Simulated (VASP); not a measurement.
PrH2Ir:

```xyz
4
Lattice="3.4945 0.0000 0.0000 -1.7473 3.0264 0.0000 0.0000 0.0000 5.7596" Properties=species:S:1:pos:R:3 pbc="T T T"
Pr    0.0000    0.0000    2.8798
H     0.0000    2.0176    2.8798
H     1.7473    1.0088    2.8798
Ir    0.0000    0.0000    0.0000
```

The cell was built from a structure type or drawn by symmetry, and may not be a known phase.

```yaml
Program: VASP 6.6.1
Task: relaxation of cell and atoms
Functional: PBE
Potentials_or_basis: VASP PAW PBE potentials, release 64 (Pr, H, Ir)
Cutoff: 600 eV
k_mesh: 6 × 6 × 4
Occupations: gaussian, width 0.1 eV
Spin: no spin polarisation
```

At the start: pressure -2.2 GPa; volume 15.23 Å³/atom.

Question: How do energy, volume and symmetry change on relaxing?

Answer: Over 3 steps the energy falls by 174.6 meV/atom and the volume is 14.58 Å³/atom (-4.2 %); space group P6/mmm (No. 191, to 0.1 Å) before and after.

The path:
```csv
step,energy change (eV),largest force (eV/Å),pressure (GPa),volume (Å³)
1,0.0000,0.0000,-2.16,60.91
2,-0.6893,0.0000,-0.69,58.74
3,-0.6985,0.0000,0.12,58.34
```

Final structure:
```xyz
4
Lattice="3.6368 0.0000 0.0000 -1.8184 3.1495 0.0000 0.0000 0.0000 5.0931" Properties=species:S:1:pos:R:3 pbc="T T T"
Pr   -1.8184    3.1495    2.5466
H     0.0000    2.0997    2.5466
H     1.8184    1.0498    2.5466
Ir   -1.8184    3.1495    0.0000
```

Caveat: semilocal functionals describe open f shells poorly, which spoils levels, moments and volumes.
